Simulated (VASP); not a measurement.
# Co: single point with PBE

Crystal: Co.

```
Co
1.0
     3.59790    1.79895    1.79895
     1.79895    3.59790    1.79895
     1.79895    1.79895    3.59790
Co
2
Direct
  0.00000 0.00000 0.00000
  0.50000 0.50000 0.50000
```

* Program: VASP 6.6.1
* Task: single point
* Functional: PBE
* Potentials or basis: VASP PAW PBE potentials, release 64 (Co)
* Cutoff: 520 eV
* k mesh: 11 × 11 × 11
* Occupations: gaussian, width 0.1 eV
* Spin: collinear spin
* Starting moments: [0.0, 3.0] μB

```
Pressure                                              : -12.7 GPa
Net moment                                            : 3.31 μB per cell
Site moments                                          : Co +1.68 μB
Valence electrons inside the program's atomic spheres : Co 8.14
```

Levels at points of the mesh, in eV from the Fermi level:
Spin up:
```
           k point  band 7  band 8  band 9  band 10  band 11  band 12  band 13  band 14  band 15  band 16
(0.00, 0.00, 0.00)   -2.64   -1.73   -1.73    -0.92    -0.92    -0.26     5.51    21.01    22.42    23.61
```
Spin down:
| k point | band 4 | band 5 | band 6 | band 7 | band 8 | band 9 | band 10 | band 11 |
| --- | --- | --- | --- | --- | --- | --- | --- | --- |
| (0.00, 0.00, 0.00) | -1.06 | -1.05 | -1.05 | -1.05 | -0.33 | 0.28 | 0.28 | 1.01 |

It took 16 min on 1 thread of Intel Xeon 8259CL, on a shared host, peak memory 0.31 GiB.
